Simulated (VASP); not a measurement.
Rh, 2 atoms in the cell. Symmetry: Fm-3m, No. 225, cubic system. Conventional cell: a = 3.686 Å, b = 3.686 Å, c = 3.686 Å, α = 90.00°, β = 90.00°, γ = 90.00°. Within 3.4 Å of Rh (site symmetry m-3m) lie 12 Rh at 2.61 Å.  This cell differs from its parent crystal: equal strain along all axes, cell held: -3.0 %.

```yaml
Program: VASP 6.6.1
Task: single point
Functional: r2SCAN
Potentials_or_basis: VASP PAW PBE potentials, release 64 (Rh_pv)
Cutoff: 550 eV
k_mesh: 20 × 20 × 14
Occupations: gaussian, width 0.1 eV
Spin: no spin polarisation
Dipole_correction: no
Further_INCAR_settings: ALGO = Normal; EDIFF = 1e-06; NBANDS = 22
```

Potentials or basis: VASP PAW PBE potentials, release 64 (Rh_pv).

The run is started by

```sh
$ cat potpaw_PBE.64/Rh_pv/POTCAR > POTCAR
$ cp INCAR.step1 INCAR
$ mpirun -np 1 vasp_std > vasp.out
$ cp INCAR.step2 INCAR
$ mpirun -np 1 vasp_std > vasp.out
```

Hardware: 1 thread of Intel(R) Xeon(R) 6975P-C (Granite Rapids) (shared host).

Problem. Estimate the wall time of this run.

Solution. Wall time 5.1 min on 1 thread of Intel(R) Xeon(R) 6975P-C (Granite Rapids), on a shared host, peak memory 0.33 GiB. Counts: k points 528.
